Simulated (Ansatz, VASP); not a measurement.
Cu in VASP and in Ansatz

```
Cu
1.0
     0.00000    1.78500    1.78500
     1.78500    0.00000    1.78500
     1.78500    1.78500    0.00000
Cu
1
Cartesian
  0.0000 0.0000 0.0000
```

Alike in both runs: task single point; functional PBEsol; dispersion D3(BJ); k mesh 8 × 8 × 8; occupations gaussian, width 0.1 eV; no spin polarisation.

```csv
,VASP,Ansatz
version,VASP 6.6.1,Ansatz 0.2.0
potentials or method,"VASP PAW PBE potentials, release 64 (Cu), cutoff 600 eV","scalar-relativistic, plane waves, PAW"
valence electrons in the cell,11,19
```

VASP gave:

```
gap on the k mesh at the Fermi level (eV) : none
pressure (GPa)                            : -6.9
```

**Question.** Which values does Ansatz return?

**Answer.** gap on the k mesh at the Fermi level (eV): none; pressure (GPa): -7.7.

VASP's potentials were made for PBE, not for PBEsol. A gap of «none» marks a metal or a gap that the smearing closes. VASP's potentials hold 11 valence electrons a cell and Ansatz's 19, so a difference there can come from the potentials and not from the codes.

The k mesh is coarse, so the values compare programs but aren't converged.
